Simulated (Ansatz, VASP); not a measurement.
One calculation of ZnO, two programs

Contents of INCAR:

```
SYSTEM = ZnO
  ALGO = Normal
  EDIFF = 1E-6
  ENCUT = 520
  ISIF = 2
  ISMEAR = 0
  LASPH = .TRUE.
  LCHARG = .FALSE.
  LREAL = .FALSE.
  LWAVE = .FALSE.
  NBANDS = 26
  NELM = 80
  PREC = Accurate
  SIGMA = 0.05
```

File KPOINTS:

```
k-points
0
G
  9 9 4
  0 0 0
```

POSCAR

```
ZnO
1.0
    3.3372866661      0.0000000000      0.0000000000
   -1.6686433330      2.8901750325      0.0000000000
    0.0000000000      0.0000000000      7.0234847298
Zn O
2 2
Direct
    0.0000000000      0.0000000000      0.7500000000
    0.0000000000      0.0000000000      0.2500000000
    0.3333333333      0.6666666667      0.2500000000
    0.6666666667      0.3333333333      0.7500000000
```

Input for Ansatz:

```yaml
crystal:
  lattice:
    - [3.3372866661, 0.0, 0.0]
    - [-1.668643333, 2.8901750325, 0.0]
    - [0.0, 0.0, 7.0234847298]
  atoms:
    - { symbol: Zn, position: [0.0, 0.0, 0.75] }
    - { symbol: Zn, position: [0.0, 0.0, 0.25] }
    - { symbol: O, position: [0.3333333333, 0.6666666667, 0.25] }
    - { symbol: O, position: [0.6666666667, 0.3333333333, 0.75] }
basis:
  ecutwfc: 420
kpoints:
  mp_grid: { grid: [9, 9, 4] }
hamiltonian:
  xc: lda
scf:
  occupations: { method: gaussian, width: 0.05 }
output:
  forces: true
  stress: true
  eigenvalues: true
```

Change from the starting cell: strain +0.015 along x and y, -0.015 along z, atoms carried along.

Alike in both runs: task single point; functional LDA; k mesh 9 × 9 × 4; occupations gaussian, width 0.05 eV; no spin polarisation.

|  | VASP | Ansatz |
| --- | --- | --- |
| version | VASP 6.6.1 | Ansatz 0.2.0 |
| potentials or method | VASP PAW LDA potentials, release 64 (Zn, O), cutoff 520 eV | scalar-relativistic, plane waves, PAW |
| valence electrons in the cell | 36 | 36 |

VASP gave:

```
gap on the k mesh at the Fermi level (eV)                     : 0.71
least direct gap on the mesh (eV)                             : 0.71
pressure (GPa)                                                : -10.8
traceless stress, the component that is largest in VASP (GPa) : 8.95
```

Question: What did Ansatz give for the same quantities?

Answer: gap on the k mesh at the Fermi level (eV): 0.70; least direct gap on the mesh (eV): 0.70; pressure (GPa): -11.5; traceless stress, the component that is largest in VASP (GPa): 9.68.

LDA's correlation is that of Perdew and Zunger in VASP and of Perdew and Wang (1992) in Ansatz.
